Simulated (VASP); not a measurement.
Write the native input for VASP 6.6.1 that does the following.

| Quantity | Value |
| --- | --- |
| Task | single point |
| Functional | PBE |
| Potentials or basis | VASP PAW PBE potentials, release 64 (Hf_pv, Ti_sv, S) |
| Cutoff | 520 eV |
| k mesh | 3 × 3 × 2 |
| Occupations | gaussian, width 0.15 eV |
| Spin | collinear spin |
| Starting moments | [0.0, 1.0, 1.0, 0.0, 0.0, 0.0, 0.0] μB |
| Dipole correction | no |
| Further INCAR settings | ALGO = Normal; EDIFF = 1e-06; NBANDS = 42 |

The structure of HfTi2S4 lies in POSCAR:

```
HfTi2S4
1.0
    3.9589865435      0.0000000000      0.0000000000
    0.0000000000      3.9589865435      0.0000000000
    0.0000000000      0.0000000000      8.3674064714
Hf Ti S
1 2 4
Direct
    0.5000000000      0.5000000000      0.5000000000
    0.5000000000      0.0000000000      0.8337941641
    0.0000000000      0.5000000000      0.1662058359
    0.5000000000      0.0000000000      0.3207744115
    0.0000000000      0.5000000000      0.6792255885
    0.5000000000      0.5000000000      0.0000000000
    0.0000000000      0.0000000000      0.0000000000
```

The cell was built from a structure type or drawn by symmetry, and may not be a known phase.

One way to write it, as run:

INCAR

```
SYSTEM = HfTi2S4
PREC     = Accurate       ! precision mode
ENCUT    = 520            ! plane-wave cutoff, eV
EDIFF    = 1E-6           ! SCF threshold, eV
ISMEAR   = 0              ! smearing method
SIGMA    = 0.15           ! smearing width, eV
LREAL    = .False.        ! projectors in reciprocal space
LASPH    = .True.         ! aspherical terms in the spheres
NELM     = 150            ! most SCF steps
ALGO     = Normal         ! electronic algorithm
ISIF     = 2              ! what is computed and relaxed
LWAVE    = .False.        ! write WAVECAR
LCHARG   = .True.         ! write CHGCAR
ISPIN    = 2              ! spin polarisation
MAGMOM   = 0 1 1 0 0 0 0  ! initial moments
LORBIT   = 11             ! projections on sites
LMAXMIX  = 4              ! l up to which the mixer works
GGA      = PE             ! functional
LELF     = .True.         ! ELF
LVHAR    = .True.       
NBANDS   = 42             ! bands
```

KPOINTS

```
regular mesh
0
Gamma
  3 3 2
  0 0 0
```

Potentials or basis: VASP PAW PBE potentials, release 64 (Hf_pv, Ti_sv, S).

Run with:

```bash
$ cat potpaw_PBE.64/Hf_pv/POTCAR potpaw_PBE.64/Ti_sv/POTCAR potpaw_PBE.64/S/POTCAR > POTCAR
$ mpirun -np 1 vasp_std > vasp.out
```

It gave:

The pressure is 0.3 GPa. The largest force is 0.069 eV/Å. The net moment is 0.14 μB per cell, the site moments are Hf -0.01; Ti +0.07; S -0.00, -0.01 (each value once) μB and the valence electrons inside the program's atomic spheres are Hf 8.30; Ti 10.21; S 3.71, 3.77 (each value once).

Caveat: the k points lie up to 0.53 Å⁻¹ apart.

Wall time 74 s on 1 thread of AMD EPYC 9R45 (Zen 5), on a shared host, peak memory 0.26 GiB.
